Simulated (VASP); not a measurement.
# Bi in VASP: a series of runs

Aim: see how the results for Bi move with the level of theory and the settings. Levels: HSE06, PBE0, RPBE. Tasks: single point.

Everything below comes from runs of VASP 6.6.1. Logs are shortened: lines on timing, memory, paths and dates and some standing lists are left out, and cuts for length are marked.

## Step 1: The cell of the first run

The structure is cubic, space group Im-3m (No. 229). Conventional cell: a = 3.882 Å, b = 3.882 Å, c = 3.882 Å, α = 90.00°, β = 90.00°, γ = 90.00°. Bi (site symmetry m-3m) has 14 Bi at 3.36 to 3.88 Å within 4.4 Å.

This isn't the form of Bi at room conditions, which is rhombohedral.

## Step 2: Single point, HSE06

File POSCAR:

```
Bi
1.0
   -1.9409818243      1.9409818243      1.9409818243
    1.9409818243     -1.9409818243      1.9409818243
    1.9409818243      1.9409818243     -1.9409818243
Bi
1
Direct
    0.0000000000      0.0000000000      0.0000000000
```

File INCAR.step1:

```
PREC = Accurate
ENCUT = 520
EDIFF = 1E-5
ISMEAR = -1
SIGMA = 0.05
LREAL = F
LASPH = T
NELM = 60
ALGO = Normal
ISIF = 2
LWAVE = T
LCHARG = F
GGA = PE
NBANDS = 14
```

File INCAR.step2:

```
PREC = Accurate
ENCUT = 520
EDIFF = 1E-7
ISMEAR = -1
SIGMA = 0.05
LREAL = F
LASPH = T
NELM = 60
ALGO = Normal
ISIF = 2
LWAVE = F
LCHARG = F
GGA = PE
LHFCALC = T
HFSCREEN = 0.2079
PRECFOCK = Normal
ISTART = 1
NBANDS = 14
```

File KPOINTS:

```
Automatic mesh
0
Gamma
  6 6 6
```

Potentials or basis: VASP PAW PBE potentials, release 64 (Bi_d).

Launch:

```
> cat potpaw_PBE.64/Bi_d/POTCAR > POTCAR
> cp INCAR.step1 INCAR
> mpirun -np 1 vasp_std > vasp.out
> cp INCAR.step2 INCAR
> mpirun -np 1 vasp_std > vasp.out
```

OUTCAR:

```text
PREC = Accurate
   ENCUT = 520
   EDIFF = 1E-7
   ISMEAR = -1
   LREAL = F
   LASPH = T
   NELM = 60
   ISIF = 2
   GGA = PE
   LHFCALC = T
   HFSCREEN = 0.2079
   PRECFOCK = Normal
   ISTART = 1

 ion  position               nearest neighbor table
   1  0.000  0.000  0.000-

  LATTYP: Found a body centered cubic cell.
 ALAT       =     3.8819636486

  Lattice vectors:

 A1 = (  -1.9409818243,   1.9409818243,   1.9409818243)
 A2 = (   1.9409818243,  -1.9409818243,   1.9409818243)
 A3 = (   1.9409818243,   1.9409818243,  -1.9409818243)

Analysis of symmetry for initial positions (statically):
=====================================================================
 Subroutine PRICEL returns:
 Original cell was already a primitive cell.

 Routine SETGRP: Setting up the symmetry group for a
 body centered cubic supercell.

 Subroutine GETGRP returns: Found 48 space group operations
 (whereof 48 operations were pure point group operations)
 out of a pool of 48 trial point group operations.

The static configuration has the point symmetry O_h .

Analysis of symmetry for dynamics (positions and initial velocities):
=====================================================================
 Subroutine PRICEL returns:
 Original cell was already a primitive cell.

 Routine SETGRP: Setting up the symmetry group for a
 body centered cubic supercell.

 Subroutine GETGRP returns: Found 48 space group operations
 (whereof 48 operations were pure point group operations)
 out of a pool of 48 trial point group operations.

The dynamic configuration has the point symmetry O_h .

 Subroutine INISYM returns: Found 48 space group operations
 (whereof 48 operations are pure point group operations),
 and found     1 'primitive' translations

----------------------------------------------------------------------------------------

                                     Primitive cell

  volume of cell :      29.2499

  direct lattice vectors                    reciprocal lattice vectors
    -1.940981824  1.940981824  1.940981824     0.000000000  0.257601588  0.257601588
     1.940981824 -1.940981824  1.940981824     0.257601588  0.000000000  0.257601588
     1.940981824  1.940981824 -1.940981824     0.257601588  0.257601588  0.000000000

  length of vectors
[... 84 lines left out ...]
   EMIN   =  10.00;   EMAX   =-10.00  energy-range for DOS
   EFERMI =   0.00;   METHOD = LEGACY
   ISMEAR =    -1;   SIGMA  =   0.05  broadening in eV -4-tet -1-fermi 0-gaus
   EFERMI_NEDOS =   21; number of points for ismear=-14 and -15
   IALGO  =     38    algorithm
   IMIX   =      1    mixing-type and parameters
     AMIX     =   0.40;   BMIX     =  1.00
     AMIX_MAG =   1.60;   BMIX_MAG =  1.00
  volume/ion in A,a.u.               =      29.25       197.39
  Fermi-wavevector in a.u.,A,eV,Ry     =   1.310380  2.476258 23.362491  1.717095
  Thomas-Fermi vector in A             =   2.440914
   LORBIT       =      0    0 simple, 1 ext, 2 COOP (PROOUT), +10 PAW based schemes
   GGA     = PE    functional components
   LHFCALC =     T    Hartree Fock is set to
   PRECFOCK=normal    Normal, Fast or Accurate (Low or Medium for compatibility)
   ENCUT4O =  -1.0   cutoff for four orbital integrals eV
   NKREDX  =     1    reduce k-point grid by
   NKREDY  =     1    reduce k-point grid by
   NKREDZ  =     1    reduce k-point grid by
   AEXX    =    0.2500 exact exchange contribution
   HFSCREEN=    0.2079 screening length (either q_TF or 0.3 A-1)
   HFSCREENC=   0.2079 screening length for correlation (either q_TF or 0.3 A-1)
   ENCUTFOCK=  -1.0 apply spherical cutoff to Coloumb kernel
   IVDW    =     0    specifies the selected vdW correction
   LEPSILON=     F    determine dielectric tensor
   LRPA    =     F    only Hartree local field effects (RPA)
 non-spin polarized calculation
  energy-cutoff  :      520.00
  volume of cell :       29.25
 maximum number of plane-waves:       798
 NGX is ok and might be reduce to    28
  NGX = 20; NGY = 20; NGZ = 20

 number of electron      15.0000006 magnetization

 Free energy of the ion-electron system (eV)
  ---------------------------------------------------
  ext. energy  EPLUGINS =         0.00000000
  ---------------------------------------------------
  free energy    TOTEN  =        -4.36915414 eV

  energy without entropy =       -4.35360680  energy(sigma->0) =       -4.36138047

 E-fermi :   8.2109     XC(G=0):  -8.7669

 val. band max:        8.1615208923   @ k =   0.3333   0.1667   0.0000
 cond. band min:       8.7215615521   @ k =   0.1667   0.1667   0.1667
 fundamental gap:      0.5600406598
 Fermi energy:         8.2109109703

 k-point     1 :       0.0000    0.0000    0.0000
  band No.  band energies     occupation
      1     -16.6327      2.00000
      2     -16.6327      2.00000
      3     -16.6327      2.00000
      4     -16.4634      2.00000
      5     -16.4634      2.00000
      6      -6.8406      2.00000
      7      14.8626      0.00000
      8      14.8626      0.00000
      9      14.8626      0.00000
     10      19.3735      0.00000
     11      19.9221      0.00000
     12      19.9221      0.00000
     13      19.9221      0.00000
     14      21.4601      0.00000
[... 241 lines left out ...]
      1     -16.6521      2.00000
      2     -16.6521      2.00000
      3     -16.3866      2.00000
      4     -16.3866      2.00000
      5     -16.3866      2.00000
      6      -0.1458      2.00000
      7       6.3498      2.00000
      8       6.3498      2.00000
      9       6.3498      2.00000
     10      12.3521      0.00000
     11      12.3521      0.00000
     12      25.3053      0.00000
     13      28.0045      0.00000
     14      28.0045      0.00000

------------------------ aborting loop because EDIFF is reached ----------------------------------------

  FORCE on cell =-STRESS in cart. coord.  units (eV):
  Direction    XX          YY          ZZ          XY          YZ          ZX
  --------------------------------------------------------------------------------------
  -------------------------------------------------------------------------------------
  Total        0.6001836      0.6001836      0.6001836      0.0000000      0.0000000      0.0000000
  in kB       32.8753453     32.8753453     32.8753453      0.0000000      0.0000000      0.0000000
  external PRESSURE =      32.8753453 kB  Pullay stress =       0.0000000 kB

 VOLUME and BASIS-vectors are now :
 -----------------------------------------------------------------------------
  energy-cutoff  :      520.00
  volume of cell :       29.25
      direct lattice vectors                 reciprocal lattice vectors
    -1.940981824  1.940981824  1.940981824     0.000000000  0.257601588  0.257601588
     1.940981824 -1.940981824  1.940981824     0.257601588  0.000000000  0.257601588
     1.940981824  1.940981824 -1.940981824     0.257601588  0.257601588  0.000000000

 POSITION                                       TOTAL-FORCE (eV/Angst)
 -----------------------------------------------------------------------------------
      0.00000      0.00000      0.00000         0.000000     -0.000000      0.000000
 -----------------------------------------------------------------------------------
    total drift:                               -0.000000     -0.000000      0.000000

  FREE ENERGIE OF THE ION-ELECTRON SYSTEM (eV)
  ---------------------------------------------------
  free  energy   TOTEN  =        -4.3691541368 eV

  energy  without entropy=       -4.3536068044  energy(sigma->0) =       -4.36138047
```

Wall time 13 min (1 thread of Intel Xeon 6975P-C (Granite Rapids), shared host); peak memory 0.26 GiB.

Results:

```
Free energy            : -4.3692 eV
Pressure               : 3.3 GPa
Band gap on the k mesh : zero (an odd number of electrons rules out a gap without spin polarisation)
```

Caveat: the k points lie up to 0.38 Å⁻¹ apart, too coarse for converged energies and pressures of a metal; the PAW data sets were made with another functional, which shifts forces and pressure a little; spin-orbit coupling is left out, which moves the levels of the heavy elements.

## Step 3: Single point, PBE0

POSCAR is that of step 2.

File INCAR.step1:

```
SYSTEM = Bi
PREC     = Accurate       ! precision mode
ENCUT    = 520            ! plane-wave cutoff, eV
EDIFF    = 1E-5           ! SCF threshold, eV
ISMEAR   = -1             ! smearing method
SIGMA    = 0.05           ! smearing width, eV
LREAL    = .FALSE.        ! projectors in reciprocal space
LASPH    = .TRUE.         ! aspherical terms in the spheres
NELM     = 100            ! most SCF steps
ALGO     = Normal         ! electronic algorithm
ISIF     = 2              ! what is computed and relaxed
LWAVE    = .TRUE.         ! write WAVECAR
NBANDS   = 14             ! bands
GGA      = PE             ! functional
```

File INCAR.step2:

```
SYSTEM = Bi
PREC     = Accurate       ! precision mode
ENCUT    = 520            ! plane-wave cutoff, eV
EDIFF    = 1E-6           ! SCF threshold, eV
ISMEAR   = -1             ! smearing method
SIGMA    = 0.05           ! smearing width, eV
LREAL    = .FALSE.        ! projectors in reciprocal space
LASPH    = .TRUE.         ! aspherical terms in the spheres
NELM     = 100            ! most SCF steps
ALGO     = Normal         ! electronic algorithm
ISIF     = 2              ! what is computed and relaxed
LWAVE    = .FALSE.        ! write WAVECAR
LCHARG   = .TRUE.         ! write CHGCAR
GGA      = PE             ! functional
LHFCALC  = .TRUE.         ! exact exchange
AEXX     = 0.25           ! exact-exchange fraction
PRECFOCK = Normal       
LELF     = .TRUE.         ! ELF
LVHAR    = .TRUE.       
NBANDS   = 14             ! bands
ISTART   = 1
```

File KPOINTS:

```
Automatic mesh
0
G
  6 6 6
  0 0 0
```

Potentials or basis: VASP PAW PBE potentials, release 64 (Bi_d).

Launch:

```
> cat potpaw_PBE.64/Bi_d/POTCAR > POTCAR
> cp INCAR.step1 INCAR
> mpirun -np 1 vasp_std > vasp.out
> cp INCAR.step2 INCAR
> mpirun -np 1 vasp_std > vasp.out
```

Wall time 10 min (1 thread of Intel Xeon 6975P-C (Granite Rapids), shared host); peak memory 0.17 GiB.

The run converged. Its results:

| Quantity | Value |
| --- | --- |
| Free energy | -4.8946 eV |
| Pressure | 3.0 GPa |
| Band gap on the k mesh | zero (an odd number of electrons rules out a gap without spin polarisation) |

Levels at points of the mesh, in eV from the Fermi level:
| k point | band 3 | band 4 | band 5 | band 6 | band 7 | band 8 | band 9 | band 10 | band 11 | band 12 |
| --- | --- | --- | --- | --- | --- | --- | --- | --- | --- | --- |
| (0.00, 0.00, 0.00) | -25.16 | -24.99 | -24.99 | -15.38 | 7.17 | 7.17 | 7.17 | 11.64 | 12.20 | 12.20 |
| (0.50, 0.00, 0.00) | -25.00 | -25.00 | -24.88 | -11.45 | -6.11 | 2.79 | 4.99 | 7.54 | 9.12 | 14.64 |
| (0.50, 0.50, 0.50) | -24.91 | -24.91 | -24.91 | -8.65 | -2.14 | -2.14 | -2.14 | 4.56 | 4.56 | 17.61 |

Caveat: the k points lie up to 0.38 Å⁻¹ apart, too coarse for converged energies and pressures of a metal; the PAW data sets were made with another functional, which shifts forces and pressure a little; spin-orbit coupling is left out, which moves the levels of the heavy elements.

## Step 4: Single point, RPBE (cell strained by +1.0% along z)

File INCAR:

```
ALGO     = Normal         # electronic algorithm
EDIFF    = 1E-8           # SCF threshold, eV
ENCUT    = 640            # plane-wave cutoff, eV
GGA      = RP             # functional
GGA_COMPAT= F            
ISIF     = 2              # what is computed and relaxed
ISMEAR   = 1              # smearing method
LASPH    = T              # aspherical terms in the spheres
LCHARG   = F              # write CHGCAR
LREAL    = F              # projectors in reciprocal space
LWAVE    = F              # write WAVECAR
NBANDS   = 26             # bands
NELM     = 120            # most SCF steps
PREC     = Accurate       # precision mode
SIGMA    = 0.05           # smearing width, eV
```

File KPOINTS:

```
Automatic mesh
0
Gamma
  18 18 18
  0 0 0
```

File POSCAR:

```
Bi
1.0
   -1.9814305318      1.9814305318      2.0012448371
    1.9814305318     -1.9814305318      2.0012448371
    1.9814305318      1.9814305318     -2.0012448371
Bi
1
Direct
    0.0000000000      0.0000000000      0.0000000000
```

Launch:

```
> cat potpaw_PBE.64/Bi_d/POTCAR > POTCAR
> mpirun -np 1 vasp_std > vasp.out
```

Run time: 10 min. Hardware: 1 thread of AMD EPYC 7R43 (Zen 3), shared host; peak memory 0.42 GiB.

The run converged. Its results:

| Property | Result |
| --- | --- |
| Free energy | -3.3551 eV |
| Pressure | 1.8 GPa |
| Band gap on the k mesh | zero (an odd number of electrons rules out a gap without spin polarisation) |

Stress tensor (GPa, compression positive):
```
1.74 0.00 0.00
0.00 1.74 0.00
0.00 0.00 2.03
```

Levels at points of the mesh, in eV from the Fermi level:
```csv
k point,band 5,band 6,band 7,band 8,band 9,band 10
"(0.00, 0.00, 0.00)",-23.00,-13.47,5.02,5.06,5.06,8.96
"(0.50, 0.00, 0.00)",-22.92,-10.48,-5.05,1.58,3.46,5.92
"(0.50, 0.50, 0.00)",-22.92,-10.44,-5.03,1.48,3.32,5.81
```

Caveat: the cell differs from its parent crystal (cell strained by +1.0% along z); the PAW data sets were made with another functional, which shifts forces and pressure a little; spin-orbit coupling is left out, which moves the levels of the heavy elements.

## Step 5: Single point, HSE06

This run uses another cell than the first one, of 31.12 Å³/atom.

File POSCAR:

```
Bi
1.0
   -1.9814305318      1.9814305318      1.9814305318
    1.9814305318     -1.9814305318      1.9814305318
    1.9814305318      1.9814305318     -1.9814305318
Bi
1
Direct
    0.0000000000      0.0000000000      0.0000000000
```

File INCAR.step1:

```
PREC = Accurate ; ENCUT = 520
EDIFF = 1E-5 ; ISMEAR = -1
SIGMA = 0.05 ; LREAL = False
LASPH = True ; NELM = 80
ALGO = Normal ; ISIF = 2
LWAVE = True ; LCHARG = False
NBANDS = 14 ; GGA = PE
```

File INCAR.step2:

```
PREC = Accurate ; ENCUT = 520
EDIFF = 1E-7 ; ISMEAR = -1
SIGMA = 0.05 ; LREAL = False
LASPH = True ; NELM = 80
ALGO = Normal ; ISIF = 2
LWAVE = False ; LCHARG = False
GGA = PE ; LHFCALC = True
HFSCREEN = 0.2079 ; PRECFOCK = Normal
NBANDS = 14 ; ISTART = 1
```

File KPOINTS:

```
Automatic mesh
0
Gamma
  6 6 6
```

Launch:

```
> cat potpaw_PBE.64/Bi_d/POTCAR > POTCAR
> cp INCAR.step1 INCAR
> mpirun -np 1 vasp_std > vasp.out
> cp INCAR.step2 INCAR
> mpirun -np 1 vasp_std > vasp.out
```

Wall time 30 min (1 thread of Intel Xeon Platinum 8375C at 2.90GHz (Ice Lake), shared host); peak memory 0.27 GiB.

Results (log left out):

| Quantity | Value |
| --- | --- |
| Free energy | -4.3833 eV |
| Pressure | -0.8 GPa |
| Band gap on the k mesh | zero (an odd number of electrons rules out a gap without spin polarisation) |

Levels at points of the mesh, in eV from the Fermi level:
| k point | band 3 | band 4 | band 5 | band 6 | band 7 | band 8 | band 9 | band 10 | band 11 | band 12 |
| --- | --- | --- | --- | --- | --- | --- | --- | --- | --- | --- |
| (0.00, 0.00, 0.00) | -24.86 | -24.72 | -24.72 | -14.62 | 6.10 | 6.10 | 6.10 | 10.22 | 11.62 | 11.62 |
| (0.50, 0.00, 0.00) | -24.73 | -24.73 | -24.63 | -11.11 | -5.43 | 2.15 | 4.27 | 6.77 | 8.41 | 13.67 |
| (0.50, 0.50, 0.50) | -24.65 | -24.65 | -24.65 | -8.65 | -1.76 | -1.76 | -1.76 | 4.14 | 4.14 | 16.83 |

Caveat: the k points lie up to 0.37 Å⁻¹ apart, too coarse for converged energies and pressures of a metal; the PAW data sets were made with another functional, which shifts forces and pressure a little; spin-orbit coupling is left out, which moves the levels of the heavy elements.

(Part 1 of 2 ends here.)
